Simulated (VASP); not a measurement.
## MgBeS3: single point with PBE

MgBeS3:

```
Mg Be S
1.0
     3.74870    0.00000    0.00000
    -1.87435    3.24647    0.00000
     0.00000    0.00000    7.45884
Mg Be S
1 1 3
Cartesian
  1.8743 1.0822 1.5621
  0.0000 2.1643 4.8123
  0.0000 2.1643 2.8268
  0.0000 0.0000 0.1481
  0.0000 0.0000 5.4937
```

| Item | Value |
| --- | --- |
| Program | VASP 6.6.1 |
| Task | single point |
| Functional | PBE |
| Potentials or basis | VASP PAW PBE potentials, release 64 (Mg_sv, Be, S) |
| Cutoff | 750 eV |
| k mesh | 5 × 5 × 2 |
| Occupations | gaussian, width 0.2 eV |
| Spin | no spin polarisation |
| Dipole correction | no |
| Mended | yes |
| Further INCAR settings | ALGO = Normal; EDIFF = 1e-06; NBANDS = 23 |

```json
{
 "Pressure": "-0.3 GPa",
 "Largest force": "0.097 eV/Å",
 "Band gap on the k mesh": "1.47 eV"
}
```

Forces in eV/Å, atoms in the order of the input:
```
Mg   0.000  0.000 -0.020
Be   0.000  0.000 -0.025
S    0.000  0.000  0.029
S    0.000  0.000 -0.081
S    0.000  0.000  0.097
```

Stress tensor (GPa, compression positive):
```
-0.16  0.00  0.00
 0.00 -0.16  0.00
 0.00  0.00 -0.50
```

Levels at points of the mesh, in eV from the valence-band top:
```tsv
k point	band 13	band 14	band 15	band 16	band 17	band 18
(0.00, 0.00, 0.00)	-0.52	-0.45	-0.45	2.09	2.89	4.69
(0.00, 0.00, 0.50)	-0.94	0.00	0.00	1.47	2.30	4.49
```

Run time: 42 s on 1 thread of AMD EPYC 7R13 Processor (Zen 3), with other jobs on the host, peak memory 0.26 GiB.

Caveat: the k points lie up to 0.42 Å⁻¹ apart; an odd mesh through Γ misses points on the zone boundary, where band edges can lie.
